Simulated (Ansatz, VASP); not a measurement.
# TiAl in VASP and in Ansatz

```
Ti Al
1.0
     2.80891    0.00000    0.00000
     0.00000    3.27190    0.00000
     0.00000    0.00000    3.15608
Ti Al
1 1
Cartesian
  0.0000 0.0000 0.0000
  1.4045 1.6360 1.5780
```

Change from the starting cell: normal strain along x -0.1100, normal strain along y +0.0367.

Alike in both runs: task single point; functional PBEsol; k mesh 14 × 14 × 14; occupations gaussian, width 0.15 eV; no spin polarisation.

```csv
,VASP,Ansatz
version,VASP 6.6.1,Ansatz 0.2.0
potentials or method,"VASP PAW PBE potentials, release 64 (Ti_sv, Al), cutoff 520 eV","scalar-relativistic, plane waves, PAW"
valence electrons in the cell,15,15
```

```csv
,VASP,Ansatz,Ansatz less VASP
gap on the k mesh at the Fermi level (eV),none,none,-
pressure (GPa),11.9,11.9,-0.06
"traceless stress, the component that is largest in VASP (GPa)",-3.00,-3.00,-0.007
```

VASP's potentials were made for PBE, not for PBEsol, and Ansatz warns of the same on its side. A gap of «none» marks a metal or a gap that the smearing closes.
